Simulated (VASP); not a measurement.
# ZnS (P6_3/mmc) in VASP: further runs, part 3 of 4

VASP 6.6.1. The steps go on from the part before.

## (5) Single point, r2SCAN+rVV10

This run uses another cell than the first one, of 19.43 Å³/atom.

The input, POSCAR:

```
ZnS
1.0
    3.9443929508      0.0000000000      0.0000000000
   -1.9721964754      3.4159444979      0.0000000000
    0.0000000000      0.0000000000      5.7676763529
Zn S
2 2
Direct
    0.3333333333      0.6666666667      0.2500000000
    0.6666666667      0.3333333333      0.7500000000
    0.6666666667      0.3333333333      0.2500000000
    0.3333333333      0.6666666667      0.7500000000
```

The input, INCAR.step1:

```
PREC = Accurate
ENCUT = 550
ISMEAR = -1
SIGMA = 0.03
LREAL = F
LASPH = T
NELM = 120
NBANDS = 26
GGA = PE
ALGO = Normal
EDIFF = 1E-5
LWAVE = T
LCHARG = F
GGA_COMPAT = F
```

The input, INCAR.step2:

```
PREC = Accurate
ENCUT = 550
EDIFF = 1E-6
ISMEAR = -1
SIGMA = 0.03
LREAL = F
LASPH = T
NELM = 120
ALGO = Normal
ISIF = 2
LWAVE = F
LCHARG = F
METAGGA = R2SCAN
LMIXTAU = T
LUSE_VDW = T
IVDW_NL = 2
BPARAM = 11.95
CPARAM = 0.0093
NBANDS = 26
ISTART = 1
GGA_COMPAT = F
```

The input, KPOINTS:

```
regular mesh
0
Gamma
  12 12 6
```

Potentials or basis: VASP PAW PBE potentials, release 64 (Zn, S).

On the command line:

```bash
$ cat potpaw_PBE.64/Zn/POTCAR potpaw_PBE.64/S/POTCAR > POTCAR
$ cp INCAR.step1 INCAR
$ mpirun -np 1 vasp_std > vasp.out
$ cp INCAR.step2 INCAR
$ mpirun -np 1 vasp_std > vasp.out
```

OUTCAR:

```text
PREC = Accurate
   ENCUT = 550
   EDIFF = 1E-6
   ISMEAR = -1
   LREAL = F
   LASPH = T
   NELM = 120
   ISIF = 2
   METAGGA = R2SCAN
   IVDW_NL = 2
   BPARAM = 11.95
   ISTART = 1

 ion  position               nearest neighbor table
   1  0.333  0.667  0.250-   3 2.28   3 2.28   3 2.28   4 2.88   4 2.88
   2  0.667  0.333  0.750-   4 2.28   4 2.28   4 2.28   3 2.88   3 2.88
   3  0.667  0.333  0.250-   1 2.28   1 2.28   1 2.28   2 2.88   2 2.88
   4  0.333  0.667  0.750-   2 2.28   2 2.28   2 2.28   1 2.88   1 2.88

  LATTYP: Found a hexagonal cell.
 ALAT       =     3.9443929508
 C/A-ratio  =     1.4622468970

  Lattice vectors:

 A1 = (   3.9443929508,   0.0000000000,   0.0000000000)
 A2 = (  -1.9721964754,   3.4159444979,   0.0000000000)
 A3 = (   0.0000000000,   0.0000000000,   5.7676763529)

Analysis of symmetry for initial positions (statically):
=====================================================================
 Subroutine PRICEL returns:
 Original cell was already a primitive cell.

 Routine SETGRP: Setting up the symmetry group for a
 hexagonal supercell.

 Subroutine GETGRP returns: Found 24 space group operations
 (whereof 12 operations were pure point group operations)
 out of a pool of 24 trial point group operations.

The static configuration has the point symmetry D_3d.
 The point group associated with its full space group is D_6h.

Analysis of symmetry for dynamics (positions and initial velocities):
=====================================================================
 Subroutine PRICEL returns:
 Original cell was already a primitive cell.

 Routine SETGRP: Setting up the symmetry group for a
 hexagonal supercell.

 Subroutine GETGRP returns: Found 24 space group operations
 (whereof 12 operations were pure point group operations)
 out of a pool of 24 trial point group operations.

The dynamic configuration has the point symmetry D_3d.
 The point group associated with its full space group is D_6h.

 Subroutine INISYM returns: Found 24 space group operations
[... 121 lines left out ...]
     AMIX_MAG =   1.60;   BMIX_MAG =  1.00
  volume/ion in A,a.u.               =      19.43       131.11
  Fermi-wavevector in a.u.,A,eV,Ry     =   1.266713  2.393741 21.831404  1.604563
  Thomas-Fermi vector in A             =   2.399900
   LORBIT       =      0    0 simple, 1 ext, 2 COOP (PROOUT), +10 PAW based schemes
   METAGGA = R2SCAN    functional components
   LHFCALC =     F    Hartree Fock is set to
   AEXX    =    0.0000 exact exchange contribution
   IVDW_NL    =     2    kernel type
   BPARAM     =11.9500
   IVDW    =     0    specifies the selected vdW correction
   LEPSILON=     F    determine dielectric tensor
   LRPA    =     F    only Hartree local field effects (RPA)
 non-spin polarized calculation
  energy-cutoff  :      550.00
  volume of cell :       77.71
 maximum number of plane-waves:      2297
   NGX = 15   NGY = 15   NGZ = 23

 number of electron      35.9999962 magnetization

 Free energy of the ion-electron system (eV)
  ---------------------------------------------------
  ext. energy  EPLUGINS =         0.00000000
  ---------------------------------------------------
  free energy    TOTEN  =       -36.00572439 eV

  energy without entropy =      -36.00572439  energy(sigma->0) =      -36.00572439

 E-fermi :   2.7505     XC(G=0): -10.4277

 val. band max:        2.1428972647   @ k =   0.0000   0.0000   0.0000
 cond. band min:       3.9593543534   @ k =   0.0000   0.0000   0.0000
 fundamental gap:      1.8164570886
 Fermi energy:         2.7505193911

 k-point     1 :       0.0000    0.0000    0.0000
  band No.  band energies     occupation
      1     -11.7683      2.00000
      2     -10.6111      2.00000
      3      -4.7922      2.00000
      4      -4.7922      2.00000
      5      -4.7527      2.00000
      6      -4.7527      2.00000
[... 685 lines left out ...]
     25      11.2900      0.00000
     26      11.8874      0.00000

 [... further k-points ...]

------------------------ aborting loop because EDIFF is reached ----------------------------------------

  FORCE on cell =-STRESS in cart. coord.  units (eV):
  Direction    XX          YY          ZZ          XY          YZ          ZX
  --------------------------------------------------------------------------------------
  -------------------------------------------------------------------------------------
  Total        0.0812240      0.0812240      0.0845048      0.0000000     -0.0000000      0.0000000
  in kB        1.6745682      1.6745682      1.7422082      0.0000000     -0.0000000      0.0000000
  external PRESSURE =       1.6971148 kB  Pullay stress =       0.0000000 kB

 VOLUME and BASIS-vectors are now :
 -----------------------------------------------------------------------------
  energy-cutoff  :      550.00
  volume of cell :       77.71
      direct lattice vectors                 reciprocal lattice vectors
     3.944392951  0.000000000  0.000000000     0.253524436  0.146372402  0.000000000
    -1.972196475  3.415944498  0.000000000     0.000000000  0.292744803  0.000000000
     0.000000000  0.000000000  5.767676353     0.000000000  0.000000000  0.173380047

 POSITION                                       TOTAL-FORCE (eV/Angst)
 -----------------------------------------------------------------------------------
     -0.00000      2.27730      1.44192         0.000000     -0.000000     -0.000000
      1.97220      1.13865      4.32576        -0.000000      0.000000      0.000000
      1.97220      1.13865      1.44192        -0.000000     -0.000000      0.000000
     -0.00000      2.27730      4.32576         0.000000      0.000000     -0.000000
 -----------------------------------------------------------------------------------
    total drift:                                0.000000     -0.000000      0.000000

  FREE ENERGIE OF THE ION-ELECTRON SYSTEM (eV)
  ---------------------------------------------------
  free  energy   TOTEN  =       -36.0057243893 eV

  energy  without entropy=      -36.0057243893  energy(sigma->0) =      -36.00572439
```

OUTCAR.step1:

```text
PREC = Accurate
   ENCUT = 550
   ISMEAR = -1
   LREAL = F
   LASPH = T
[... 925 lines left out ...]
     -0.00000      2.27730      1.44192         0.000000     -0.000000      0.000000
      1.97220      1.13865      4.32576         0.000000      0.000000      0.000000
      1.97220      1.13865      1.44192         0.000000     -0.000000     -0.000000
     -0.00000      2.27730      4.32576        -0.000000      0.000000     -0.000000
 -----------------------------------------------------------------------------------
    total drift:                                0.000000     -0.000000      0.000000

  FREE ENERGIE OF THE ION-ELECTRON SYSTEM (eV)
  ---------------------------------------------------
  free  energy   TOTEN  =       -12.9954350180 eV

  energy  without entropy=      -12.9954350180  energy(sigma->0) =      -12.99543502
```

OSZICAR.step1:

```text
N       E                     dE             d eps       ncg     rms          rms(c)
DAV:   1     0.247404867160E+03    0.24740E+03   -0.17787E+04  3952   0.173E+03
DAV:   2     0.110863177280E+02   -0.23632E+03   -0.22564E+03  4020   0.357E+02
DAV:   3    -0.133710442755E+02   -0.24457E+02   -0.24200E+02  4680   0.113E+02
DAV:   4    -0.139891276294E+02   -0.61808E+00   -0.61672E+00  4702   0.177E+01
DAV:   5    -0.139983783249E+02   -0.92507E-02   -0.92478E-02  4760   0.216E+00    0.101E+01
DAV:   6    -0.130146237800E+02    0.98375E+00   -0.18933E+00  5730   0.384E+01    0.787E+00
DAV:   7    -0.130006988476E+02    0.13925E-01   -0.13681E+00  4232   0.682E+00    0.367E+00
DAV:   8    -0.129945315712E+02    0.61673E-02   -0.44760E-02  4992   0.232E+00    0.106E+00
DAV:   9    -0.129950102575E+02   -0.47869E-03   -0.90247E-03  5234   0.159E+00    0.225E-01
DAV:  10    -0.129951949159E+02   -0.18466E-03   -0.92700E-04  4610   0.383E-01    0.100E-01
DAV:  11    -0.129954363324E+02   -0.24142E-03   -0.39752E-04  4124   0.129E-01    0.642E-02
DAV:  12    -0.129954350180E+02    0.13143E-05   -0.10919E-05  3534   0.293E-02
   1 F= -.12995435E+02 E0= -.12995435E+02  d E =-.122251E-10
```

It took 12 min on 1 thread of AMD EPYC 9R45 (Zen 5), shared host; peak memory 0.43 GiB.

Results:

- Free energy: -36.0057 eV
- Pressure: 0.2 GPa
- Band gap on the k mesh: 1.82 eV

Levels at points of the mesh, in eV from the valence-band top:
| k point | band 16 | band 17 | band 18 | band 19 | band 20 | band 21 |
| --- | --- | --- | --- | --- | --- | --- |
| (0.00, 0.00, 0.00) | -0.44 | -0.44 | 0.00 | 1.82 | 2.57 | 6.04 |
| (0.50, 0.00, 0.00) | -2.76 | -1.68 | -1.29 | 2.79 | 4.63 | 5.92 |
| (0.00, 0.00, 0.50) | -0.88 | -0.88 | -0.88 | 3.21 | 3.21 | 6.37 |
| (0.50, 0.00, 0.50) | -2.34 | -0.77 | -0.77 | 4.00 | 4.00 | 4.97 |

Caveat: the PAW data sets were made with another functional, which shifts forces and pressure a little. A k mesh can miss the band edges.

[end of part 3 of 4]
